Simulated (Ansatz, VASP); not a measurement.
## Al2Rh: VASP beside Ansatz

```xyz
6
Lattice="3.6207 0.0000 0.0000 0.0000 3.6207 0.0000 0.0000 0.0000 7.0754" Properties=species:S:1:pos:R:3 pbc="T T T"
Al    0.0000    0.0000    0.0000
Al    1.8103    1.8103    0.0000
Al    0.0000    1.8103    2.6910
Al    1.8103    0.0000    4.3844
Rh    0.0000    1.8103    5.2971
Rh    1.8103    0.0000    1.7783
```

Change from the starting cell: species swapped into the Cu2As type (P4/nmm, No. 129).

Alike in both runs: task relaxation of cell and atoms; functional PBE; k mesh 10 × 10 × 6; occupations gaussian, width 0.1 eV; no spin polarisation.

|  | VASP | Ansatz |
| --- | --- | --- |
| version | VASP 6.6.1 | Ansatz 0.2.0 |
| potentials or method | VASP PAW PBE potentials, release 64 (Al, Rh_pv), cutoff 600 eV | scalar-relativistic, plane waves, PAW |
| valence electrons in the cell | 42 | 46 |

```tsv
	VASP	Ansatz	Ansatz less VASP
gap on the k mesh at the Fermi level, each at its own relaxed structure (eV)	none	none	-
relaxed volume (Å³/atom)	15.46	15.46	+0.003
relaxed length of the cell vector where the two differ most in proportion (Å)	7.112	7.119	+0.0074
```

A gap of «none» marks a metal or a gap that the smearing closes. VASP's potentials hold 42 valence electrons a cell and Ansatz's 46, so a difference there can come from the potentials and not from the codes.
